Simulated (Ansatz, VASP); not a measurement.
Ag: VASP beside Ansatz

```
Ag
1.0
     0.00000    2.05189    2.05189
     2.05189    0.00000    2.05189
     2.05189    2.05189    0.00000
Ag
1
Direct
  0.00000 0.00000 0.00000
```

Alike in both runs: task relaxation of cell and atoms; functional r2SCAN; k mesh 18 × 18 × 18; occupations fermi-dirac, width 0.05 eV; no spin polarisation.

```csv
,VASP,Ansatz
version,VASP 6.6.1,Ansatz 0.2.0
potentials or method,"VASP PAW PBE potentials, release 64 (Ag)","PAW with Ansatz's default frozen-core files, scalar-relativistic"
plane-wave cutoff (eV),600,500
valence electrons in the cell,11,19
```

```tsv
	VASP	Ansatz	Ansatz less VASP
relaxed volume (Å³/atom)	17.30	17.28	-0.022
relaxed cell length with the largest relative difference (Å)	2.903	2.902	-0.0012
```

VASP's potentials were made for PBE, not for r2SCAN. VASP's potentials hold 11 valence electrons a cell and Ansatz's 19, so a difference there can come from the potentials and not from the codes.
